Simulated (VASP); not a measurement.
Zn:

```xyz
2
Lattice="2.6700 0.0000 0.0000 -1.3350 2.3123 0.0000 0.0000 0.0000 4.9660" Properties=species:S:1:pos:R:3 pbc="T T T"
Zn    0.0000    1.5415    1.2415
Zn    1.3350    0.7708    3.7245
```

```yaml
Program: VASP 6.6.1
Task: relaxation of cell and atoms
Functional: r2SCAN
Potentials_or_basis: VASP PAW PBE potentials, release 64 (Zn)
Cutoff: 600 eV
k_mesh: 11 × 11 × 5
Occupations: gaussian, width 0.1 eV
Spin: no spin polarisation
```

At the start: pressure -4.5 GPa; volume 15.33 Å³/atom.

Where does the relaxation end?

Over 16 steps the energy falls by 30.5 meV/atom and the volume is 14.19 Å³/atom (-7.5 %); space group P6_3/mmc (No. 194, to 0.05 Å).

The path:
| step | energy change (eV) | largest force (eV/Å) | pressure (GPa) | volume (Å³) |
| --- | --- | --- | --- | --- |
| 1 | 0.0000 | 0.0000 | -4.45 | 30.66 |
| 2 | -0.0312 | 0.0000 | 0.11 | 28.81 |
| 3 | -0.0312 | 0.0000 | 0.23 | 28.77 |
| 4 | -0.0364 | 0.0000 | 0.00 | 28.72 |
| 5 | -0.0561 | 0.0000 | -0.25 | 28.55 |
| 6 | -0.0515 | 0.0000 | 1.18 | 28.13 |
| 7 | -0.0596 | 0.0000 | -0.31 | 28.44 |
| 8 | -0.0597 | 0.0000 | -0.29 | 28.43 |
| 9 | -0.0597 | 0.0000 | -0.26 | 28.42 |
| 10 | -0.0608 | 0.0000 | 0.32 | 28.28 |
| 11 | -0.0598 | 0.0000 | -0.20 | 28.40 |
| 12 | -0.0606 | 0.0000 | 0.03 | 28.34 |
| 13 | -0.0610 | 0.0000 | 0.18 | 28.31 |
| 14 | -0.0610 | 0.0000 | 0.24 | 28.30 |
| 15 | -0.0606 | 0.0000 | -0.43 | 28.50 |
| 16 | -0.0610 | 0.0000 | 0.00 | 28.37 |

Final structure:
```xyz
2
Lattice="2.7015 0.0000 0.0000 -1.3507 2.3395 0.0000 0.0000 0.0000 4.4888" Properties=species:S:1:pos:R:3 pbc="T T T"
Zn    0.0000    1.5597    1.1222
Zn    1.3507    0.7798    3.3666
```

Caveat: the PAW data sets were made with another functional, which shifts forces and pressure a little.
